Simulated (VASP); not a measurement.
# AlAg in VASP: single point with PBEsol

Aim: the single point of AlAg with PBEsol.

Everything below comes from runs of VASP 6.6.1. Logs are shortened: lines on timing, memory, paths and dates and some standing lists are left out, and cuts for length are marked.

**1. The cell of the first run**

The cell holds a slab with vacuum, 4 atoms: a = 2.926 Å, b = 2.926 Å, c = 21.641 Å, α = 90.00°, β = 90.00°, γ = 120.00°.

**2. Single point, PBEsol**

INCAR

```
PREC     = Accurate       # precision mode
ENCUT    = 400            # plane-wave cutoff, eV
EDIFF    = 1E-6           # SCF threshold, eV
ISMEAR   = -1             # smearing method
SIGMA    = 0.1            # smearing width, eV
LREAL    = False          # projectors in reciprocal space
LASPH    = True           # aspherical terms in the spheres
NELM     = 120            # most SCF steps
ALGO     = Normal         # electronic algorithm
ISIF     = 2              # what is computed and relaxed
LWAVE    = False          # write WAVECAR
LCHARG   = False          # write CHGCAR
LDIPOL   = True         
IDIPOL   = 3            
DIPOL    = 0.5 0.5 0.500
GGA      = PS             # functional
NBANDS   = 22             # bands
GGA_COMPAT= False        
NELMDL   = -8
```

KPOINTS

```
Automatic mesh
0
Gamma
  7 7 1
```

POSCAR

```
AlAg
1.0
    2.9263900000      0.0000000000      0.0000000000
   -1.4631900000      2.5343300000      0.0000000000
    0.0000000000      0.0000000000     21.6414000000
Al Ag
2 2
Direct
    0.0000000000      0.0000000000      0.4488526620
    0.0000000000      0.0000000000      0.6534420139
    0.6666666667      0.3333333333      0.3465579861
    0.6666666667      0.3333333333      0.5511473380
```

Potentials or basis: VASP PAW PBE potentials, release 64 (Al, Ag).

Launch:

```bash
cat potpaw_PBE.64/Al/POTCAR potpaw_PBE.64/Ag/POTCAR > POTCAR
mpirun -np 1 vasp_std > vasp.out
```

OUTCAR:

```text
PREC = Accurate
   ENCUT = 400
   EDIFF = 1E-6
   ISMEAR = -1
   LREAL = False
   LASPH = True
   NELM = 120
   ISIF = 2
   GGA = PS
   NELMDL = -8

 ion  position               nearest neighbor table
   1  0.000  0.000  0.449-   3 2.78   4 2.78   3 2.78   4 2.78   3 2.78   4 2.78
   2  0.000  0.000  0.653-   4 2.78   4 2.78   4 2.78
   3  0.667  0.333  0.347-   1 2.78   1 2.78   1 2.78
   4  0.667  0.333  0.551-   2 2.78   1 2.78   2 2.78   1 2.78   2 2.78   1 2.78

  LATTYP: Found a hexagonal cell.
 ALAT       =     2.9263900000
 C/A-ratio  =     7.3952549045

  Lattice vectors:

 A1 = (   2.9263900000,   0.0000000000,   0.0000000000)
 A2 = (  -1.4631900000,   2.5343300000,   0.0000000000)
 A3 = (   0.0000000000,   0.0000000000,  21.6414000000)

Analysis of symmetry for initial positions (statically):
=====================================================================
 Subroutine PRICEL returns:
 Original cell was already a primitive cell.

 Routine SETGRP: Setting up the symmetry group for a
 hexagonal supercell.

 Subroutine GETGRP returns: Found  6 space group operations
 (whereof  6 operations were pure point group operations)
 out of a pool of 24 trial point group operations.

The static configuration has the point symmetry C_3v.

Analysis of symmetry for dynamics (positions and initial velocities):
=====================================================================
 Subroutine PRICEL returns:
 Original cell was already a primitive cell.

 Routine SETGRP: Setting up the symmetry group for a
 hexagonal supercell.

 Subroutine GETGRP returns: Found  6 space group operations
 (whereof  6 operations were pure point group operations)
 out of a pool of 24 trial point group operations.

The dynamic configuration has the point symmetry C_3v.

 Subroutine INISYM returns: Found  6 space group operations
 (whereof  6 operations are pure point group operations),
 and found     1 'primitive' translations

----------------------------------------------------------------------------------------

                                     Primitive cell

  volume of cell :     160.5021

  direct lattice vectors                    reciprocal lattice vectors
     2.926390000  0.000000000  0.000000000     0.341717953  0.197290129  0.000000000
    -1.463190000  2.534330000  0.000000000     0.000000000  0.394581605  0.000000000
     0.000000000  0.000000000 21.641400000     0.000000000  0.000000000  0.046207731

  length of vectors
     2.926390000  2.926389162 21.641400000     0.394581492  0.394581605  0.046207731

  position of ions in fractional coordinates (direct lattice)
     0.000000000  0.000000000  0.448852662
     0.000000000  0.000000000  0.653442014
     0.666666667  0.333333333  0.346557986
     0.666666667  0.333333333  0.551147338

  ion indices of the primitive-cell ions
   primitive index   ion index
                 1           1
                 2           2
                 3           3
                 4           4

----------------------------------------------------------------------------------------

 KPOINTS: Automatic mesh

Automatic generation of k-mesh.
 Grid dimensions read from file:
 generate k-points for:    7    7    1

 Generating k-lattice:

  Cartesian coordinates                     Fractional coordinates (reciprocal lattice)
     0.048816850  0.028184304  0.000000000     0.142857143  0.000000000  0.000000000
     0.000000000  0.056368801  0.000000000     0.000000000  0.142857143  0.000000000
     0.000000000  0.000000000  0.046207731     0.000000000  0.000000000  1.000000000

  Length of vectors
     0.056368785  0.056368801  0.046207731

  Shift w.r.t. Gamma in fractional coordinates (k-lattice)
     0.000000000  0.000000000  0.000000000

 Subroutine IBZKPT returns following result:
 ===========================================

 Found      8 irreducible k-points:

 Following reciprocal coordinates:
            Coordinates               Weight
  0.000000  0.000000  0.000000      1.000000
  0.142857  0.000000  0.000000      6.000000
  0.285714  0.000000  0.000000      6.000000
  0.428571  0.000000  0.000000      6.000000
  0.142857  0.142857  0.000000      6.000000
  0.285714  0.142857  0.000000     12.000000
  0.428571  0.142857  0.000000      6.000000
  0.285714  0.285714  0.000000      6.000000
   k-points           NKPTS =      8   k-points in BZ     NKDIM =      8   number of bands    NBANDS=     22
   number of dos      NEDOS =    301   number of ions     NIONS =      4
   total plane-waves  NPLWV =  57600
   dimension x,y,z NGX =    20 NGY =   20 NGZ =  144
   dimension x,y,z NGXF=    40 NGYF=   40 NGZF=  288
   ions per type =               2   2
   NGX,Y,Z   is equivalent  to a cutoff of  11.36, 11.36, 11.06 a.u.
   NGXF,Y,Z  is equivalent  to a cutoff of  22.72, 22.72, 22.12 a.u.
 SYSTEM =  unknown system
   PREC   = accura    normal or accurate (medium, high low for compatibility)
   ISTART =      0    job   : 0-new  1-cont  2-samecut
   ICHARG =      2    charge: 1-file 2-atom 10-const
   ISPIN  =      1    spin polarized calculation?
   LNONCOLLINEAR =      F non collinear calculations
   LSORBIT =      F    spin-orbit coupling
   LASPH  =      T    aspherical Exc in radial PAW
   ENCUT  =  400.0 eV  29.40 Ry    5.42 a.u.   4.77  4.77 35.29*2*pi/ulx,y,z
   NELM   =    120;   NELMIN=  2; NELMDL= -8     # of ELM steps
   EDIFF  = 0.1E-05   stopping-criterion for ELM
   LREAL  =      F    real-space projection
   EDIFFG = 0.1E-04   stopping-criterion for IOM
   NSW    =      0    number of steps for IOM
   IBRION =     -1    ionic relax: 0-MD 1-quasi-New 2-CG
   NFREE  =      0    steps in history (QN), initial steepest desc. (CG)
   ISIF   =      2    stress and relaxation
   ISYM   =      2    0-nonsym 1-usesym 2-fastsym
   POTIM  = 0.5000    time-step for ionic-motion
   TEBEG  =    0.0;   TEEND  =   0.0 temperature during run
   PSTRESS=    0.0 pullay stress
   NELECT =      28.0000    total number of electrons
   NUPDOWN=      -1.0000    fix difference up-down
   EMIN   =  10.00;   EMAX   =-10.00  energy-range for DOS
   EFERMI =   0.00;   METHOD = LEGACY
   ISMEAR =    -1;   SIGMA  =   0.10  broadening in eV -4-tet -1-fermi 0-gaus
   EFERMI_NEDOS =   21; number of points for ismear=-14 and -15
   IALGO  =     38    algorithm
   IMIX   =      4    mixing-type and parameters
     AMIX     =   0.40;   BMIX     =  1.00
     AMIX_MAG =   1.60;   BMIX_MAG =  1.00
  volume/ion in A,a.u.               =      40.13       270.78
  Fermi-wavevector in a.u.,A,eV,Ry     =   0.914746  1.728620 11.384819  0.836761
  Thomas-Fermi vector in A             =   2.039408
   LORBIT       =      0    0 simple, 1 ext, 2 COOP (PROOUT), +10 PAW based schemes
   GGA     = PS    functional components
   LHFCALC =     F    Hartree Fock is set to
   AEXX    =    0.0000 exact exchange contribution
   IVDW    =     0    specifies the selected vdW correction
   LEPSILON=     F    determine dielectric tensor
   LRPA    =     F    only Hartree local field effects (RPA)
 non-spin polarized calculation
  energy-cutoff  :      400.00
  volume of cell :      160.50
 maximum number of plane-waves:      2951
 NGX is ok and might be reduce to    20
   NGX =  9   NGY =  9   NGZ = 71

 dipolmoment           0.000000      0.000000      0.006727 electrons x Angstroem

 number of electron      28.0000007 magnetization

 dipolmoment           0.000000      0.000000     -0.019117 electrons x Angstroem

 Free energy of the ion-electron system (eV)
  ---------------------------------------------------
  ext. energy  EPLUGINS =         0.00000000
  ---------------------------------------------------
  free energy    TOTEN  =       -14.06231934 eV

  energy without entropy =      -13.99679928  energy(sigma->0) =      -14.02955931

 E-fermi :   0.9815     XC(G=0):  -5.5346

 val. band max:        0.8608184099   @ k =   0.2857   0.2857   0.0000
 cond. band min:       1.0019065886   @ k =   0.2857   0.1429   0.0000
 fundamental gap:      0.1410881787
 Fermi energy:         0.9815220187

 k-point     1 :       0.0000    0.0000    0.0000
  band No.  band energies     occupation
      1      -8.9934      2.00000
      2      -7.8837      2.00000
      3      -6.0881      2.00000
      4      -5.4344      2.00000
      5      -4.6525      2.00000
      6      -4.6524      2.00000
[... 14 lines left out ...]
     21       8.4940      0.00000
     22      10.8634      0.00000

 k-point     2 :       0.1429    0.0000    0.0000
  band No.  band energies     occupation
      1      -8.5306      2.00000
      2      -7.4844      2.00000
      3      -5.7386      2.00000
      4      -5.0946      2.00000
      5      -4.7853      2.00000
      6      -4.3876      2.00000
[... 14 lines left out ...]
     21       8.2437      0.00000
     22       8.8374      0.00000

 k-point     3 :       0.2857    0.0000    0.0000
  band No.  band energies     occupation
      1      -7.2745      2.00000
      2      -6.5172      2.00000
      3      -5.5495      2.00000
      4      -4.9462      2.00000
      5      -4.6187      2.00000
      6      -4.4113      2.00000
[... 14 lines left out ...]
     21       7.8821      0.00000
     22       8.4680      0.00000

 k-point     4 :       0.4286    0.0000    0.0000
  band No.  band energies     occupation
      1      -6.1208      2.00000
      2      -6.0233      2.00000
      3      -5.4081      2.00000
      4      -5.0711      2.00000
      5      -4.7592      2.00000
      6      -4.1968      2.00000
[... 14 lines left out ...]
     21       7.5220      0.00000
     22       8.5312      0.00000

 k-point     5 :       0.1429    0.1429    0.0000
  band No.  band energies     occupation
      1      -7.6605      2.00000
      2      -6.7812      2.00000
      3      -5.2629      2.00000
      4      -5.0164      2.00000
      5      -4.7946      2.00000
      6      -4.3464      2.00000
[... 14 lines left out ...]
     21       6.7614      0.00000
     22       7.3571      0.00000

 k-point     6 :       0.2857    0.1429    0.0000
  band No.  band energies     occupation
      1      -6.2953      2.00000
      2      -5.9243      2.00000
      3      -5.4065      2.00000
      4      -4.7934      2.00000
      5      -4.5763      2.00000
      6      -4.3981      2.00000
[... 14 lines left out ...]
     21       6.7910      0.00000
     22       7.9886      0.00000

 k-point     7 :       0.4286    0.1429    0.0000
  band No.  band energies     occupation
      1      -5.8723      2.00000
      2      -5.7376      2.00000
      3      -5.0100      2.00000
      4      -4.8651      2.00000
      5      -4.7251      2.00000
      6      -4.5193      2.00000
[... 14 lines left out ...]
     21       6.2425      0.00000
     22       7.0321      0.00000

 k-point     8 :       0.2857    0.2857    0.0000
  band No.  band energies     occupation
      1      -5.6279      2.00000
      2      -5.1578      2.00000
      3      -4.9443      2.00000
      4      -4.9179      2.00000
      5      -4.6307      2.00000
      6      -4.4937      2.00000
[... 14 lines left out ...]
     21       6.0654      0.00000
     22       7.0324      0.00000

------------------------ aborting loop because EDIFF is reached ----------------------------------------

 vacuum level on the upper side and lower side of the slab       (xc-potential included)        -0.233         0.205

  FORCE on cell =-STRESS in cart. coord.  units (eV):
  Direction    XX          YY          ZZ          XY          YZ          ZX
  --------------------------------------------------------------------------------------
  -------------------------------------------------------------------------------------
  Total       -2.9144125     -2.9144169      0.1461144     -0.0000057      0.0000000      0.0000000
  in kB      -29.0924892    -29.0925333      1.4585548     -0.0000574      0.0000000      0.0000000
  external PRESSURE =     -18.9088226 kB  Pullay stress =       0.0000000 kB

 VOLUME and BASIS-vectors are now :
 -----------------------------------------------------------------------------
  energy-cutoff  :      400.00
  volume of cell :      160.50
      direct lattice vectors                 reciprocal lattice vectors
     2.926390000  0.000000000  0.000000000     0.341717953  0.197290129  0.000000000
    -1.463190000  2.534330000  0.000000000     0.000000000  0.394581605  0.000000000
     0.000000000  0.000000000 21.641400000     0.000000000  0.000000000  0.046207731

 POSITION                                       TOTAL-FORCE (eV/Angst)
 -----------------------------------------------------------------------------------
      0.00000      0.00000      9.71380        -0.000000      0.000000     -0.278037
      0.00000      0.00000     14.14140        -0.000000      0.000000      0.281903
      1.46320      0.84478      7.50000        -0.000000      0.000000      0.224997
      1.46320      0.84478     11.92760         0.000000      0.000000     -0.228862
 -----------------------------------------------------------------------------------
    total drift:                               -0.000036      0.000014     -0.000605

  FREE ENERGIE OF THE ION-ELECTRON SYSTEM (eV)
  ---------------------------------------------------
  free  energy   TOTEN  =       -14.0623193350 eV

  energy  without entropy=      -13.9967992756  energy(sigma->0) =      -14.02955931

 vacuum level on the upper side and lower side of the slab         5.264         5.714
```

It took 44 s on 1 thread of Intel Xeon Platinum 8488C (Sapphire Rapids), shared host; peak memory 0.23 GiB.

Results:

```
Free energy            : -14.0623 eV
Largest force          : 0.282 eV/Å
Band gap on the k mesh : zero (band 14 reaches 1.16 eV, above the bottom of band 15 at -0.19 eV)
```

Forces in eV/Å, atoms in the order of the input:
```
Al   0.000  0.000 -0.278
Al   0.000  0.000  0.282
Ag   0.000  0.000  0.225
Ag   0.000  0.000 -0.229
```

Caveat: the PAW data sets were made with another functional, which shifts forces and pressure a little.
